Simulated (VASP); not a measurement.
# K8MgZn7F24 (P1) in VASP: single point with PBEsol

Aim: the single point of K8MgZn7F24 with PBEsol.

Everything below comes from runs of VASP 6.6.1. Logs are shortened: lines on timing, memory, paths and dates and some standing lists are left out, and cuts for length are marked.

## (1) The cell of the first run

The typed cell holds 40 atoms: a = 8.090 Å, b = 8.090 Å, c = 8.090 Å, α = 90.00°, β = 90.00°, γ = 90.00°.

## (2) Single point, PBEsol, collinear spin

INCAR

```
PREC = Accurate
ENCUT = 600
EDIFF = 1E-6
ISMEAR = -1
SIGMA = 0.05
LREAL = Auto
LASPH = T
NELM = 200
ALGO = Normal
ISIF = 2
LWAVE = F
LCHARG = F
ISPIN = 2
MAGMOM = 0.1 0.1 0.1 0.1 0.1 0.1 0.1 0.1 0.1 0.1 0.1 0.1 0.1 0.1 0.1 0.1 0.1 0.1 0.1 0.1 0.1 0.1 0.1 0.1 0.1 0.1 0.1 0.1 0.1 0.1 0.1 0.1 0.1 0.1 0.1 0.1 0.1 0.1 0.1 0.1
LORBIT = 11
GGA = PS
ISYM = 0
NBANDS = 193
GGA_COMPAT = F
```

KPOINTS

```
Automatic mesh
0
Gamma
  1 1 1
  0.25 0.25 0.25
```

POSCAR

```
K8MgZn7F24
1.0
    8.0898880000      0.0000000000      0.0000000000
    0.0000000000      8.0898880000      0.0000000000
    0.0000000000      0.0000000000      8.0898880000
K Mg Zn F
8 1 7 24
Direct
    0.0047080000      0.0008680000      0.0037680000
    0.9973200000      0.0018940000      0.5003520000
    0.9986050000      0.5015760000      0.9994640000
    0.9972850000      0.5035920000      0.4954660000
    0.4938900000      0.9996430000      0.9951800000
    0.4994630000      0.0032410000      0.5015090000
    0.4941070000      0.4999970000      0.9963760000
    0.4991330000      0.4987780000      0.5004610000
    0.2488310000      0.2505240000      0.2535250000
    0.2495590000      0.2492960000      0.7510560000
    0.2514450000      0.7493920000      0.2519950000
    0.2491980000      0.7460590000      0.7501390000
    0.7497300000      0.2497500000      0.2495870000
    0.7481110000      0.2496280000      0.7478020000
    0.7483240000      0.7480420000      0.2524680000
    0.7521880000      0.7537250000      0.7507990000
    0.2485770000      0.2448420000      0.0007230000
    0.2513500000      0.2493020000      0.5019750000
    0.2497530000      0.7519670000      0.0001750000
    0.2546260000      0.7504270000      0.5031410000
    0.7524300000      0.2484720000      0.9987250000
    0.7502130000      0.2458530000      0.5001940000
    0.7504970000      0.7503710000      0.0025360000
    0.7478550000      0.7480880000      0.5020460000
    0.0014660000      0.2504500000      0.2544870000
    0.9974150000      0.2500370000      0.7561300000
    0.0047510000      0.7492470000      0.2494750000
    0.9992180000      0.7521940000      0.7510150000
    0.4961460000      0.2504370000      0.2511070000
    0.5022860000      0.2499010000      0.7501250000
    0.4986090000      0.7519890000      0.2468040000
    0.4991320000      0.7496980000      0.7451830000
    0.2462340000      0.9996880000      0.2527110000
    0.2542280000      0.9981390000      0.7512610000
    0.2496260000      0.5012190000      0.2512200000
    0.2492610000      0.5019680000      0.7474780000
    0.7508630000      0.0024630000      0.2494350000
    0.7471050000      0.0024520000      0.7484040000
    0.7488650000      0.5038470000      0.2476570000
    0.7501070000      0.4987590000      0.7515860000
```

Potentials or basis: VASP PAW PBE potentials, release 64 (K_sv, Mg, Zn, F).

Run with:

```console
> cat potpaw_PBE.64/K_sv/POTCAR potpaw_PBE.64/Mg/POTCAR potpaw_PBE.64/Zn/POTCAR potpaw_PBE.64/F/POTCAR > POTCAR
> mpirun -np 1 vasp_std > vasp.out
```

OUTCAR:

```text
PREC = Accurate
   ENCUT = 600
   EDIFF = 1E-6
   ISMEAR = -1
   LREAL = Auto
   LASPH = T
   NELM = 200
   ISIF = 2
   ISPIN = 2
   LORBIT = 11
   GGA = PS
   ISYM = 0

 ion  position               nearest neighbor table
   1  0.005  0.001  0.004-  17 2.79  33 2.81  19 2.83  26 2.84  27 2.85  37 2.86   9 3.47
   2  0.997  0.002  0.500-  22 2.81  25 2.83  33 2.84  37 2.85  38 2.85   9 3.49
   3  0.999  0.502  0.999-  26 2.83  40 2.84  23 2.84  27 2.85  39 2.85  28 2.85  21 2.86   9 3.53

   4  0.997  0.504  0.495-  27 2.81  24 2.83  25 2.83  39 2.84  35 2.84   9 3.49
   5  0.494  1.000  0.995-  34 2.77  17 2.81  19 2.81  30 2.83  31 2.86   9 3.52
   6  0.499  0.003  0.502-  22 2.82  18 2.83  38 2.83  34 2.83  30 2.83  32 2.84  29 2.85  20 2.85
                             9 3.48
   7  0.494  0.500  0.996-  36 2.82  19 2.84  30 2.84  35 2.86   9 3.51
   8  0.499  0.499  0.500-  32 2.84  20 2.84  36 2.84  18 2.84  29 2.85  24 2.85  30 2.85  35 2.85
                             9 3.48
   9  0.249  0.251  0.254-  29 2.00  25 2.00  18 2.01  35 2.03  33 2.03  17 2.05   1 3.47   8 3.48
                             6 3.48   4 3.49   2 3.49   7 3.51   5 3.52   3 3.53
  10  0.250  0.249  0.751-  18 2.02  17 2.02  34 2.03  26 2.04  36 2.04  30 2.04
  11  0.251  0.749  0.252-  27 2.00  31 2.00  35 2.01  33 2.03  20 2.03  19 2.04
  12  0.249  0.746  0.750-  36 1.97  20 2.00  32 2.02  28 2.02  19 2.02  34 2.04
  13  0.750  0.250  0.250-  37 2.00  22 2.03  21 2.03  25 2.04  29 2.05  39 2.06
  14  0.748  0.250  0.748-  30 1.99  38 2.00  22 2.00  40 2.02  26 2.02  21 2.03
  15  0.748  0.748  0.252-  39 1.98  24 2.02  31 2.02  23 2.02  37 2.06  27 2.07
  16  0.752  0.754  0.751-  28 2.00  38 2.01  24 2.01  23 2.04  32 2.05  40 2.06
  17  0.249  0.245  0.001-  10 2.02   9 2.05   1 2.79   5 2.81
  18  0.251  0.249  0.502-   9 2.01  10 2.02   6 2.83   8 2.84
  19  0.250  0.752  0.000-  12 2.02  11 2.04   5 2.81   1 2.83   7 2.84
  20  0.255  0.750  0.503-  12 2.00  11 2.03   8 2.84   6 2.85
  21  0.752  0.248  0.999-  13 2.03  14 2.03   3 2.86
  22  0.750  0.246  0.500-  14 2.00  13 2.03   2 2.81   6 2.82
  23  0.750  0.750  0.003-  15 2.02  16 2.04   3 2.84
  24  0.748  0.748  0.502-  16 2.01  15 2.02   4 2.83   8 2.85
  25  0.001  0.250  0.254-   9 2.00  13 2.04   4 2.83   2 2.83
  26  0.997  0.250  0.756-  14 2.02  10 2.04   3 2.83   1 2.84
  27  0.005  0.749  0.249-  11 2.00  15 2.07   4 2.81   1 2.85   3 2.85
  28  0.999  0.752  0.751-  16 2.00  12 2.02   3 2.85
  29  0.496  0.250  0.251-   9 2.00  13 2.05   6 2.85   8 2.85
  30  0.502  0.250  0.750-  14 1.99  10 2.04   6 2.83   5 2.83   7 2.84   8 2.85
  31  0.499  0.752  0.247-  11 2.00  15 2.02   5 2.86
  32  0.499  0.750  0.745-  12 2.02  16 2.05   8 2.84   6 2.84
  33  0.246  1.000  0.253-  11 2.03   9 2.03   1 2.81   2 2.84
  34  0.254  0.998  0.751-  10 2.03  12 2.04   5 2.77   6 2.83
  35  0.250  0.501  0.251-  11 2.01   9 2.03   4 2.84   8 2.85   7 2.86
  36  0.249  0.502  0.747-  12 1.97  10 2.04   7 2.82   8 2.84
  37  0.751  0.002  0.249-  13 2.00  15 2.06   2 2.85   1 2.86
  38  0.747  0.002  0.748-  14 2.00  16 2.01   6 2.83   2 2.85
  39  0.749  0.504  0.248-  15 1.98  13 2.06   4 2.84   3 2.85
  40  0.750  0.499  0.752-  14 2.02  16 2.06   3 2.84

IMPORTANT INFORMATION: All symmetrisations will be switched off!
NOSYMM: (Re-)initialisation of all symmetry stuff for point group C_1.

----------------------------------------------------------------------------------------

                                     Primitive cell

  volume of cell :     529.4531

  direct lattice vectors                    reciprocal lattice vectors
     8.089888000  0.000000000  0.000000000     0.123611106  0.000000000  0.000000000
     0.000000000  8.089888000  0.000000000     0.000000000  0.123611106  0.000000000
     0.000000000  0.000000000  8.089888000     0.000000000  0.000000000  0.123611106

  length of vectors
     8.089888000  8.089888000  8.089888000     0.123611106  0.123611106  0.123611106

  position of ions in fractional coordinates (direct lattice)
     0.004708000  0.000868000  0.003768000
     0.997320000  0.001894000  0.500352000
     0.998605000  0.501576000  0.999464000
     0.997285000  0.503592000  0.495466000
     0.493890000  0.999643000  0.995180000
     0.499463000  0.003241000  0.501509000
[... 32 lines left out ...]
     0.748865000  0.503847000  0.247657000
     0.750107000  0.498759000  0.751586000

  ion indices of the primitive-cell ions
   primitive index   ion index
                 1           1
                 2           2
[... 78 lines left out ...]
   NGXF,Y,Z  is equivalent  to a cutoff of  28.77, 28.77, 28.77 a.u.
 SYSTEM =  unknown system
   PREC   = accura    normal or accurate (medium, high low for compatibility)
   ISTART =      0    job   : 0-new  1-cont  2-samecut
   ICHARG =      2    charge: 1-file 2-atom 10-const
   ISPIN  =      2    spin polarized calculation?
   LNONCOLLINEAR =      F non collinear calculations
   LSORBIT =      F    spin-orbit coupling
   LASPH  =      T    aspherical Exc in radial PAW
   ENCUT  =  600.0 eV  44.10 Ry    6.64 a.u.  16.16 16.16 16.16*2*pi/ulx,y,z
   NELM   =    200;   NELMIN=  2; NELMDL= -5     # of ELM steps
   EDIFF  = 0.1E-05   stopping-criterion for ELM
   LREAL  =      T    real-space projection
   EDIFFG = 0.1E-04   stopping-criterion for IOM
   NSW    =      0    number of steps for IOM
   IBRION =     -1    ionic relax: 0-MD 1-quasi-New 2-CG
   NFREE  =      0    steps in history (QN), initial steepest desc. (CG)
   ISIF   =      2    stress and relaxation
   ISYM   =      0    0-nonsym 1-usesym 2-fastsym
   POTIM  = 0.5000    time-step for ionic-motion
   TEBEG  =    0.0;   TEEND  =   0.0 temperature during run
   PSTRESS=    0.0 pullay stress
   NELECT =     326.0000    total number of electrons
   NUPDOWN=      -1.0000    fix difference up-down
   EMIN   =  10.00;   EMAX   =-10.00  energy-range for DOS
   EFERMI =   0.00;   METHOD = LEGACY
   ISMEAR =    -1;   SIGMA  =   0.05  broadening in eV -4-tet -1-fermi 0-gaus
   EFERMI_NEDOS =   21; number of points for ismear=-14 and -15
   IALGO  =     38    algorithm
   IMIX   =      4    mixing-type and parameters
     AMIX     =   0.40;   BMIX     =  1.00
     AMIX_MAG =   1.60;   BMIX_MAG =  1.00
  volume/ion in A,a.u.               =      13.24        89.32
  Fermi-wavevector in a.u.,A,eV,Ry     =   1.392745  2.631906 26.391736  1.939738
  Thomas-Fermi vector in A             =   2.516458
   LORBIT       =     11    0 simple, 1 ext, 2 COOP (PROOUT), +10 PAW based schemes
   GGA     = PS    functional components
   LHFCALC =     F    Hartree Fock is set to
   AEXX    =    0.0000 exact exchange contribution
   IVDW    =     0    specifies the selected vdW correction
   LEPSILON=     F    determine dielectric tensor
   LRPA    =     F    only Hartree local field effects (RPA)
 spin polarized calculation
  energy-cutoff  :      600.00
  volume of cell :      529.45
 maximum number of plane-waves:     17665
 NGX is ok and might be reduce to    70
   NGX = 33   NGY = 33   NGZ = 33

 number of electron     326.0000042 magnetization      -0.0002032

 number of electron     326.0000042 magnetization       0.0000851

 Free energy of the ion-electron system (eV)
  ---------------------------------------------------
  ext. energy  EPLUGINS =         0.00000000
  ---------------------------------------------------
  free energy    TOTEN  =      -174.54670239 eV

  energy without entropy =     -174.54670239  energy(sigma->0) =     -174.54670239

 E-fermi :   0.2168     XC(G=0): -10.1037

 val. band max:       -1.0916752934   @ k =  -0.2500   0.2500   0.2500
 cond. band min:       3.8620200162   @ k =   0.2500   0.2500   0.2500
 fundamental gap:      4.9536953095
 Fermi energy:         0.2167919001

 spin component 1

 k-point     1 :       0.2500    0.2500    0.2500
  band No.  band energies     occupation
      1     -27.7782      1.00000
      2     -27.7350      1.00000
      3     -27.7172      1.00000
      4     -27.7130      1.00000
      5     -27.6876      1.00000
      6     -27.6408      1.00000
[... 701 lines left out ...]
    174       8.0871      0.00000
    175       8.0964      0.00000
 Fermi energy:         0.2167919001

 spin component 2

 k-point     1 :       0.2500    0.2500    0.2500
  band No.  band energies     occupation
      1     -27.7782      1.00000
      2     -27.7350      1.00000
      3     -27.7172      1.00000
      4     -27.7130      1.00000
      5     -27.6877      1.00000
      6     -27.6408      1.00000
[... 701 lines left out ...]
    174       8.0871      0.00000
    175       8.0964      0.00000
 [bands above 175 left out]

------------------------ aborting loop because EDIFF is reached ----------------------------------------

  FORCE on cell =-STRESS in cart. coord.  units (eV):
  Direction    XX          YY          ZZ          XY          YZ          ZX
  --------------------------------------------------------------------------------------
  -------------------------------------------------------------------------------------
  Total        1.1611013      1.2595406      0.9498831     -0.0514254     -0.0159637      0.0424061
  in kB        3.5136068      3.8114939      2.8744398     -0.1556185     -0.0483077      0.1283250
  external PRESSURE =       3.3998468 kB  Pullay stress =       0.0000000 kB

 VOLUME and BASIS-vectors are now :
 -----------------------------------------------------------------------------
  energy-cutoff  :      600.00
  volume of cell :      529.45
      direct lattice vectors                 reciprocal lattice vectors
     8.089888000  0.000000000  0.000000000     0.123611106  0.000000000  0.000000000
     0.000000000  8.089888000  0.000000000     0.000000000  0.123611106  0.000000000
     0.000000000  0.000000000  8.089888000     0.000000000  0.000000000  0.123611106

 POSITION                                       TOTAL-FORCE (eV/Angst)
 -----------------------------------------------------------------------------------
      0.03809      0.00702      0.03048        -0.107289     -0.033919     -0.045647
      8.06821      0.01532      4.04779         0.045163     -0.047369      0.022867
      8.07860      4.05769      8.08555        -0.051050     -0.008769     -0.019719
      8.06792      4.07400      4.00826         0.010869     -0.027940      0.109749
      3.99551      8.08700      8.05089         0.122012     -0.032160      0.069456
      4.04060      0.02622      4.05715        -0.007771     -0.102006     -0.008845
[... 32 lines left out ...]
      6.05823      4.07607      2.00352         0.010776     -0.440239      0.071205
      6.06828      4.03490      6.08025        -0.002392      0.228158     -0.045366
 -----------------------------------------------------------------------------------
    total drift:                                0.017567      0.008866     -0.002915

  FREE ENERGIE OF THE ION-ELECTRON SYSTEM (eV)
  ---------------------------------------------------
  free  energy   TOTEN  =      -174.5467023883 eV

  energy  without entropy=     -174.5467023882  energy(sigma->0) =     -174.54670239

 total charge

# of ion       s       p       d       tot
------------------------------------------
    1        1.953   5.576   0.025   7.554
    2        1.953   5.575   0.024   7.553
    3        1.953   5.575   0.024   7.553
    4        1.953   5.575   0.024   7.552
    5        1.953   5.576   0.024   7.554
    6        1.953   5.576   0.025   7.554
[... 32 lines left out ...]
   39        1.726   4.354   0.000   6.080
   40        1.726   4.350   0.000   6.076
--------------------------------------------------
tot         59.619 152.023  69.965 281.607

 magnetization (x)

# of ion       s       p       d       tot
------------------------------------------
    1       -0.000  -0.000   0.000  -0.000
    2       -0.000  -0.000   0.000  -0.000
    3       -0.000  -0.000   0.000  -0.000
    4       -0.000  -0.000   0.000  -0.000
    5       -0.000  -0.000   0.000  -0.000
    6       -0.000  -0.000   0.000  -0.000
[... 32 lines left out ...]
   39        0.000  -0.000   0.000  -0.000
   40       -0.000  -0.000   0.000  -0.000
--------------------------------------------------
tot         -0.000  -0.000   0.000  -0.000
```

Run time: 34 min. Hardware: 1 thread of Intel Xeon Platinum 8488C (Sapphire Rapids), shared host; peak memory 1.3 GiB.

What came out:

```yaml
Free_energy: -174.5467 eV
Pressure: 0.3 GPa
Largest_force: 0.555 eV/Å
Band_gap_on_the_k_mesh: 4.95 eV
Net_moment: 0.00 μB per cell
Valence_electrons_inside_the_program's_atomic_spheres: K 7.55; Mg 0.34; Zn 10.67, 10.71, 10.72, 10.68 (each value once); F 6.09, 6.10, 6.08 (each value once)
```

Forces in eV/Å, atoms in the order of the input:
```
K   -0.107 -0.034 -0.046
K    0.045 -0.047  0.023
K   -0.051 -0.009 -0.020
K    0.011 -0.028  0.110
K    0.122 -0.032  0.069
K   -0.008 -0.102 -0.009
K    0.138  0.030  0.025
K    0.034  0.064  0.033
Mg   0.030 -0.075 -0.131
Zn  -0.088 -0.046  0.002
Zn  -0.005  0.145 -0.011
Zn   0.069  0.408  0.062
Zn  -0.087  0.100 -0.131
Zn   0.217  0.135  0.246
Zn   0.140  0.431 -0.147
Zn  -0.288 -0.232  0.166
F    0.029  0.140  0.382
F   -0.049  0.039 -0.310
F    0.014 -0.068 -0.041
F   -0.095 -0.020 -0.196
F   -0.068  0.046  0.232
F   -0.002  0.119 -0.209
F   -0.006  0.030 -0.149
F    0.068  0.031 -0.162
F    0.239  0.078 -0.021
F    0.257 -0.007 -0.127
F   -0.414 -0.004  0.084
F    0.030 -0.005 -0.031
F   -0.134  0.034 -0.010
F   -0.366  0.058  0.008
F    0.106 -0.006  0.051
F    0.224 -0.030  0.127
F    0.052  0.446  0.016
F   -0.082  0.108 -0.028
F    0.009 -0.554 -0.011
F   -0.020 -0.418  0.072
F    0.000 -0.292  0.052
F    0.028 -0.222  0.006
F    0.011 -0.440  0.071
F   -0.002  0.228 -0.045
```

Levels at points of the mesh, in eV from the valence-band top:
Spin up:
| k point | band 160 | band 161 | band 162 | band 163 | band 164 | band 165 | band 166 | band 167 |
| --- | --- | --- | --- | --- | --- | --- | --- | --- |
| (0.25, 0.25, 0.25) | -0.29 | -0.04 | -0.02 | 0.00 | 4.95 | 6.38 | 6.52 | 6.79 |
Spin down:
| k point | band 160 | band 161 | band 162 | band 163 | band 164 | band 165 | band 166 | band 167 |
| --- | --- | --- | --- | --- | --- | --- | --- | --- |
| (0.25, 0.25, 0.25) | -0.29 | -0.04 | -0.02 | 0.00 | 4.95 | 6.38 | 6.52 | 6.79 |

Caveat: the PAW data sets were made with another functional, which shifts forces and pressure a little; a shifted mesh leaves out Γ, where band edges can lie. A k mesh can miss the band edges.
